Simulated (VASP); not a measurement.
**TiO2 (Baddeleyite): electric field gradients with PBE**

The system is TiO2 (Baddeleyite).

```
Ti O
1.0
     4.58900    0.00000    0.00000
     0.00000    4.84900    0.00000
    -0.70820    0.00000    4.68275
Ti O
4 8
Cartesian
  1.2636 0.2182 1.0208
  2.9713 2.6427 1.3205
  2.6172 4.6308 3.6619
  0.9095 2.2063 3.3622
  0.0573 1.6826 1.3205
  4.1776 4.1071 1.0208
  3.8235 3.1664 3.3622
  -0.2968 0.7419 3.6619
  1.6224 3.5252 2.1681
  2.6125 1.1007 0.1733
  2.2584 1.3238 2.5146
  1.2683 3.7483 4.5095
```

* Program: VASP 6.6.1
* Task: electric field gradients
* Functional: PBE
* Potentials or basis: VASP PAW PBE potentials, release 64 (Ti_sv, O)
* Cutoff: 520 eV
* k mesh: 6 × 6 × 6
* Occupations: fermi-dirac, width 0.01 eV
* Spin: no spin polarisation
* Dipole correction: no
* Further INCAR settings: ALGO = Normal; EDIFF = 1e-08; NBANDS = 60

```yaml
Pressure: 34.7 GPa
Largest_force: 6.005 eV/Å
Band_gap_on_the_k_mesh: 1.17 eV, direct
```

Forces in eV/Å, atoms in the order of the input:
```
Ti  -5.916  0.680  0.768
Ti   5.916  0.680 -0.768
Ti   5.916 -0.680 -0.768
Ti  -5.916 -0.680  0.768
O    1.774  0.008  1.140
O   -1.774  0.008 -1.140
O   -1.774 -0.008 -1.140
O    1.774 -0.008  1.140
O   -0.397  3.377  1.209
O    0.397  3.377 -1.209
O    0.397 -3.377 -1.209
O   -0.397 -3.377  1.209
```

Stress tensor (GPa, compression positive):
```
28.08  0.00 -9.73
 0.00 36.04  0.00
-9.73  0.00 39.85
```

Levels at points of the mesh, in eV from the valence-band top:
| k point | band 44 | band 45 | band 46 | band 47 | band 48 | band 49 | band 50 | band 51 | band 52 | band 53 |
| --- | --- | --- | --- | --- | --- | --- | --- | --- | --- | --- |
| (0.00, 0.00, 0.00) | -1.47 | -1.24 | -0.27 | -0.26 | -0.14 | 1.20 | 1.86 | 1.94 | 2.47 | 2.48 |
| (0.50, 0.00, 0.00) | -1.55 | -1.34 | -0.81 | -0.25 | 0.00 | 1.17 | 1.75 | 2.13 | 2.28 | 2.41 |
| (0.00, 0.50, 0.00) | -2.08 | -1.01 | -1.01 | -0.54 | -0.54 | 1.62 | 1.62 | 2.28 | 2.28 | 2.72 |
| (0.50, 0.50, 0.00) | -2.16 | -1.83 | -1.83 | -0.74 | -0.74 | 1.77 | 1.77 | 2.20 | 2.20 | 2.96 |
| (0.00, 0.00, 0.50) | -2.29 | -1.13 | -1.13 | -0.30 | -0.30 | 1.72 | 1.72 | 2.30 | 2.30 | 2.95 |
| (0.50, 0.00, 0.50) | -1.90 | -1.65 | -1.65 | -0.27 | -0.27 | 1.59 | 1.59 | 2.49 | 2.49 | 2.72 |
| (0.00, 0.50, 0.50) | -2.06 | -1.53 | -1.53 | -0.89 | -0.89 | 1.64 | 1.64 | 2.06 | 2.06 | 2.58 |
| (0.50, 0.50, 0.50) | -2.28 | -1.56 | -1.56 | -1.52 | -1.52 | 1.90 | 1.90 | 1.98 | 1.98 | 2.93 |

Electric field gradients, principal values (V/Å²):
```tsv
atom	least	middle	greatest (by size)
1 Ti	-12.171	-66.803	78.973
2 Ti	-12.171	-66.803	78.973
3 Ti	-12.171	-66.803	78.973
4 Ti	-12.171	-66.803	78.973
5 O	-1.717	-35.995	37.711
6 O	-1.717	-35.995	37.711
7 O	-1.717	-35.995	37.711
8 O	-1.717	-35.995	37.711
9 O	-11.896	-16.241	28.137
10 O	-11.896	-16.241	28.137
11 O	-11.896	-16.241	28.137
12 O	-11.896	-16.241	28.137
```

Run time: 13 min on 1 thread of Intel Xeon 6975P-C, on a shared host, peak memory 0.45 GiB.

Caveat: without QUAD_EFG the Cq values of the log hold for a quadrupole moment of 1 mb, not for the nuclei; forces of over 1 eV/Å act on the atoms, so gaps and moduli don't describe the material at rest. A k mesh can miss the band edges.
